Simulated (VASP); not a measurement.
# Cu (I4/mmm) in VASP: a series of runs

Runs on Cu. Level: PBEsol. Tasks: single point.

Program: VASP 6.6.1. These are calculated values, not measurements. Logs are shortened: lines on timing, memory, paths and dates and some standing lists are left out, and cuts for length are marked.

## Step 1: The cell of the first run

The structure is tetragonal, space group I4/mmm (No. 139). The conventional cell has a = 2.352 Å, b = 2.352 Å, c = 3.760 Å, α = 90.00°, β = 90.00°, γ = 90.00°. Cu (site symmetry 4/mmm) has 12 Cu at 2.35 to 2.51 Å within 3.1 Å.

## Step 2: Single point, PBEsol (strain -0.080 along x and y, +0.040 along z)

INCAR

```
SYSTEM = Cu
PREC = Accurate ; ENCUT = 520
EDIFF = 1E-6 ; ISMEAR = 0
SIGMA = 0.15 ; LREAL = .False.
LASPH = .True. ; NELM = 100
ALGO = Fast ; ISIF = 2
LWAVE = .False. ; LCHARG = .False.
GGA = PS ; NBANDS = 12
```

KPOINTS

```
regular mesh
0
Gamma
  22 22 22
  0 0 0
```

POSCAR

```
Cu
1.0
    0.0000000000      1.6629000000      1.8798000000
    1.6629000000      0.0000000000      1.8798000000
    1.6629000000      1.6629000000      0.0000000000
Cu
1
Direct
    0.0000000000      0.0000000000      0.0000000000
```

Potentials or basis: VASP PAW PBE potentials, release 64 (Cu).

Run with:

```console
> cat potpaw_PBE.64/Cu/POTCAR > POTCAR
> mpirun -np 1 vasp_std > vasp.out
```

OUTCAR:

```text
SYSTEM = Cu
   PREC = Accurate
   ENCUT = 520
   EDIFF = 1E-6
   ISMEAR = 0
   LREAL = .False.
   LASPH = .True.
   NELM = 100
   ISIF = 2
   GGA = PS

 ion  position               nearest neighbor table
   1  0.000  0.000  0.000-

  LATTYP: Found a body centered tetragonal cell.
 ALAT       =     2.3516957329
 C/A-ratio  =     1.5986762009

  Lattice vectors:

 A1 = (  -1.6629000000,   0.0000000000,   1.8798000000)
 A2 = (   1.6629000000,   0.0000000000,   1.8798000000)
 A3 = (   0.0000000000,   1.6629000000,  -1.8798000000)

Analysis of symmetry for initial positions (statically):
=====================================================================
 Subroutine PRICEL returns:
 Original cell was already a primitive cell.

 Routine SETGRP: Setting up the symmetry group for a
 body centered tetragonal supercell.

 Subroutine GETGRP returns: Found 16 space group operations
 (whereof 16 operations were pure point group operations)
 out of a pool of 16 trial point group operations.

The static configuration has the point symmetry D_4h.

Analysis of symmetry for dynamics (positions and initial velocities):
=====================================================================
 Subroutine PRICEL returns:
 Original cell was already a primitive cell.

 Routine SETGRP: Setting up the symmetry group for a
 body centered tetragonal supercell.

 Subroutine GETGRP returns: Found 16 space group operations
 (whereof 16 operations were pure point group operations)
 out of a pool of 16 trial point group operations.

The dynamic configuration has the point symmetry D_4h.

 Subroutine INISYM returns: Found 16 space group operations
 (whereof 16 operations are pure point group operations),
 and found     1 'primitive' translations

----------------------------------------------------------------------------------------

                                     Primitive cell

  volume of cell :      10.3962

  direct lattice vectors                    reciprocal lattice vectors
     0.000000000  1.662900000  1.879800000    -0.300679536  0.300679536  0.265985743
     1.662900000  0.000000000  1.879800000     0.300679536 -0.300679536  0.265985743
     1.662900000  1.662900000  0.000000000     0.300679536  0.300679536 -0.265985743

  length of vectors
     2.509757847  2.509757847  2.351695733     0.501562341  0.501562341  0.501562341

  position of ions in fractional coordinates (direct lattice)
     0.000000000  0.000000000  0.000000000

  ion indices of the primitive-cell ions
   primitive index   ion index
                 1           1

----------------------------------------------------------------------------------------

 KPOINTS: regular mesh

Automatic generation of k-mesh.
 Grid dimensions read from file:
 generate k-points for:   22   22   22

 Generating k-lattice:

  Cartesian coordinates                     Fractional coordinates (reciprocal lattice)
    -0.013667252  0.013667252  0.012090261     0.045454545  0.000000000  0.000000000
     0.013667252 -0.013667252  0.012090261     0.000000000  0.045454545  0.000000000
     0.013667252  0.013667252 -0.012090261     0.000000000  0.000000000  0.045454545

  Length of vectors
     0.022798288  0.022798288  0.022798288

  Shift w.r.t. Gamma in fractional coordinates (k-lattice)
     0.000000000  0.000000000  0.000000000

 Subroutine IBZKPT returns following result:
 ===========================================

 Found    834 irreducible k-points:

 Following reciprocal coordinates:
            Coordinates               Weight
  0.000000  0.000000  0.000000      1.000000
  0.045455  0.000000  0.000000      8.000000
  0.090909  0.000000  0.000000      8.000000
  0.136364 -0.000000  0.000000      8.000000
  0.181818  0.000000  0.000000      8.000000
  0.227273 -0.000000  0.000000      8.000000
[... 16 lines left out ...]
  0.500000  0.045455  0.000000      8.000000
 -0.454545  0.045455  0.000000      8.000000
 [... further k-points ...]
   k-points           NKPTS =    834   k-points in BZ     NKDIM =    834   number of bands    NBANDS=     12
   number of dos      NEDOS =    301   number of ions     NIONS =      1
   total plane-waves  NPLWV =   7200
   dimension x,y,z NGX =    20 NGY =   20 NGZ =   18
   dimension x,y,z NGXF=    40 NGYF=   40 NGZF=   36
   ions per type =               1
   NGX,Y,Z   is equivalent  to a cutoff of  13.25, 13.25, 12.72 a.u.
   NGXF,Y,Z  is equivalent  to a cutoff of  26.50, 26.50, 25.45 a.u.
 SYSTEM =  Cu
   PREC   = accura    normal or accurate (medium, high low for compatibility)
   ISTART =      0    job   : 0-new  1-cont  2-samecut
   ICHARG =      2    charge: 1-file 2-atom 10-const
   ISPIN  =      1    spin polarized calculation?
   LNONCOLLINEAR =      F non collinear calculations
   LSORBIT =      F    spin-orbit coupling
   LASPH  =      T    aspherical Exc in radial PAW
   ENCUT  =  520.0 eV  38.22 Ry    6.18 a.u.   4.67  4.67  4.37*2*pi/ulx,y,z
   NELM   =    100;   NELMIN=  2; NELMDL= -5     # of ELM steps
   EDIFF  = 0.1E-05   stopping-criterion for ELM
   LREAL  =      F    real-space projection
   EDIFFG = 0.1E-04   stopping-criterion for IOM
   NSW    =      0    number of steps for IOM
   IBRION =     -1    ionic relax: 0-MD 1-quasi-New 2-CG
   NFREE  =      0    steps in history (QN), initial steepest desc. (CG)
   ISIF   =      2    stress and relaxation
   ISYM   =      2    0-nonsym 1-usesym 2-fastsym
   POTIM  = 0.5000    time-step for ionic-motion
   TEBEG  =    0.0;   TEEND  =   0.0 temperature during run
   PSTRESS=    0.0 pullay stress
   NELECT =      11.0000    total number of electrons
   NUPDOWN=      -1.0000    fix difference up-down
   EMIN   =  10.00;   EMAX   =-10.00  energy-range for DOS
   EFERMI =   0.00;   METHOD = LEGACY
   ISMEAR =     0;   SIGMA  =   0.15  broadening in eV -4-tet -1-fermi 0-gaus
   EFERMI_NEDOS =   21; number of points for ismear=-14 and -15
   IALGO  =     68    algorithm
   IMIX   =      4    mixing-type and parameters
     AMIX     =   0.40;   BMIX     =  1.00
     AMIX_MAG =   1.60;   BMIX_MAG =  1.00
  volume/ion in A,a.u.               =      10.40        70.16
  Fermi-wavevector in a.u.,A,eV,Ry     =   1.668199  3.152438 37.863471  2.782887
  Thomas-Fermi vector in A             =   2.754088
   LORBIT       =      0    0 simple, 1 ext, 2 COOP (PROOUT), +10 PAW based schemes
   GGA     = PS    functional components
   LHFCALC =     F    Hartree Fock is set to
   AEXX    =    0.0000 exact exchange contribution
   IVDW    =     0    specifies the selected vdW correction
   LEPSILON=     F    determine dielectric tensor
   LRPA    =     F    only Hartree local field effects (RPA)
 non-spin polarized calculation
 RMM-DIIS sequential band-by-band and
 Gauss-broadening in eV      SIGMA  =   0.15
  energy-cutoff  :      520.00
  volume of cell :       10.40
 maximum number of plane-waves:       291
   NGX =  9   NGY =  9   NGZ =  9

 number of electron      11.0000001 magnetization

 Free energy of the ion-electron system (eV)
  ---------------------------------------------------
  ext. energy  EPLUGINS =         0.00000000
  ---------------------------------------------------
  free energy    TOTEN  =        -4.22491577 eV

  energy without entropy =       -4.22235739  energy(sigma->0) =       -4.22363658

 E-fermi :   9.1247     XC(G=0): -13.6688

 val. band max:        9.1020673063   @ k =  -0.3182   0.1818   0.0455
 cond. band min:       9.1356440259   @ k =  -0.4545   0.1364   0.0909
 fundamental gap:      0.0335767196
 Fermi energy:         9.1246675986

 k-point     1 :       0.0000    0.0000    0.0000
  band No.  band energies     occupation
      1      -1.3171      2.00000
      2       5.1406      2.00000
      3       5.9230      2.00000
      4       5.9230      2.00000
      5       6.2068      2.00000
      6       6.9866      2.00000
      7      32.9863      0.00000
      8      35.6433      0.00000
      9      36.7611      0.00000
     10      36.7611      0.00000
     11      39.0325      0.00000
     12      39.0327      0.00000

 k-point     2 :       0.0455    0.0000    0.0000
  band No.  band energies     occupation
      1      -1.2338      2.00000
      2       5.1530      2.00000
      3       5.9066      2.00000
      4       5.9392      2.00000
      5       6.2074      2.00000
      6       6.9733      2.00000
      7      32.6521      0.00000
      8      34.9796      0.00000
      9      35.9500      0.00000
     10      36.5285      0.00000
     11      39.1777      0.00000
     12      39.3967      0.00000

 k-point     3 :       0.0909    0.0000    0.0000
  band No.  band energies     occupation
      1      -0.9861      2.00000
      2       5.1844      2.00000
      3       5.8559      2.00000
      4       5.9849      2.00000
      5       6.2199      2.00000
      6       6.9367      2.00000
      7      31.1612      0.00000
      8      34.0169      0.00000
      9      35.2610      0.00000
     10      36.0754      0.00000
     11      38.5814      0.00000
     12      40.2352      0.00000
[... 286 lines left out ...]
 k-point    23 :       0.5000    0.0455    0.0000
  band No.  band energies     occupation
      1       3.2641      2.00000
      2       5.2171      2.00000
      3       5.9671      2.00000
      4       6.9706      2.00000
      5       7.2195      2.00000
      6       8.1581      2.00000
      7      13.7235      0.00000
      8      27.8719      0.00000
      9      33.7019      0.00000
     10      34.6465      0.00000
     11      34.7857      0.00000
     12      38.8444      0.00000

 k-point    24 :      -0.4545    0.0455    0.0000
  band No.  band energies     occupation
      1       3.2644      2.00000
      2       5.2306      2.00000
      3       5.9624      2.00000
      4       6.9177      2.00000
      5       7.1915      2.00000
      6       8.1769      2.00000
      7      13.7920      0.00000
      8      27.7499      0.00000
      9      33.7396      0.00000
     10      34.9940      0.00000
     11      35.2562      0.00000
     12      38.3262      0.00000

 [... further k-points ...]
[... 5 lines left out ...]
  --------------------------------------------------------------------------------------
  -------------------------------------------------------------------------------------
  Total        1.5886586      1.5886586      0.6370467      0.0000000     -0.0000000     -0.0000000
  in kB      244.8314785    244.8314785     98.1765944      0.0000000     -0.0000000     -0.0000000
  external PRESSURE =     195.9465172 kB  Pullay stress =       0.0000000 kB

 VOLUME and BASIS-vectors are now :
 -----------------------------------------------------------------------------
  energy-cutoff  :      520.00
  volume of cell :       10.40
      direct lattice vectors                 reciprocal lattice vectors
     0.000000000  1.662900000  1.879800000    -0.300679536  0.300679536  0.265985743
     1.662900000  0.000000000  1.879800000     0.300679536 -0.300679536  0.265985743
     1.662900000  1.662900000  0.000000000     0.300679536  0.300679536 -0.265985743

 POSITION                                       TOTAL-FORCE (eV/Angst)
 -----------------------------------------------------------------------------------
      0.00000      0.00000      0.00000        -0.000000      0.000000      0.000000
 -----------------------------------------------------------------------------------
    total drift:                                0.000000      0.000000      0.000000

  FREE ENERGIE OF THE ION-ELECTRON SYSTEM (eV)
  ---------------------------------------------------
  free  energy   TOTEN  =        -4.2249157690 eV

  energy  without entropy=       -4.2223573919  energy(sigma->0) =       -4.22363658
```

Run time: 60 s. Hardware: 1 thread of Intel Xeon Platinum 8559C (Emerald Rapids), shared host; peak memory 0.21 GiB.

What came out:

```yaml
Free_energy: -4.2249 eV
Pressure: 19.6 GPa
```

Stress tensor (GPa, compression positive):
```
24.48  0.00  0.00
 0.00 24.48  0.00
 0.00  0.00  9.82
```

Levels at points of the mesh, in eV from the Fermi level:
| k point | band 4 | band 5 | band 6 | band 7 | band 8 | band 9 |
| --- | --- | --- | --- | --- | --- | --- |
| (0.00, 0.00, 0.00) | -3.20 | -2.92 | -2.14 | 23.86 | 26.52 | 27.64 |
| (0.50, 0.00, 0.00) | -1.91 | -1.68 | -1.41 | 4.47 | 19.58 | 24.71 |
| (0.50, 0.50, 0.00) | -1.66 | -1.66 | -0.41 | 5.84 | 16.20 | 16.20 |
| (0.50, 0.00, 0.50) | -1.88 | -1.35 | 2.35 | 9.16 | 13.10 | 13.25 |

Caveat: the cell differs from its parent crystal (strain -0.080 along x and y, +0.040 along z); the PAW data sets were made with another functional, which shifts forces and pressure a little.

(Continued in part 2 of 3.)
